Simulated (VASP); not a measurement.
Here is a VASP 6.6.1 calculation.

INCAR

```
SYSTEM = Au
PREC = Accurate ; ENCUT = 500
EDIFF = 1E-6 ; ISMEAR = 0
SIGMA = 0.1 ; LREAL = .FALSE.
LASPH = .TRUE. ; NELM = 120
ALGO = Normal ; ISIF = 2
LWAVE = .FALSE. ; LCHARG = .FALSE.
GGA = PS ; NBANDS = 12
GGA_COMPAT = .FALSE.
```

KPOINTS

```
regular mesh
0
G
  10 10 10
  0 0 0
```

File POSCAR:

```
Au
1.0
    0.0000000000      1.9425508548      1.9425508548
    1.9425508548      0.0000000000      1.9425508548
    1.9425508548      1.9425508548      0.0000000000
Au
1
Direct
    0.0000000000      0.0000000000      0.0000000000
```

Potentials or basis: VASP PAW PBE potentials, release 64 (Au).

The run is started by

```console
$ cat potpaw_PBE.64/Au/POTCAR > POTCAR
$ mpirun -np 1 vasp_std > vasp.out
```

(1) Estimate the pressure.

Results:

(1) 39.6 GPa.

Caveat: the PAW data sets were made with another functional, which shifts forces and pressure a little.
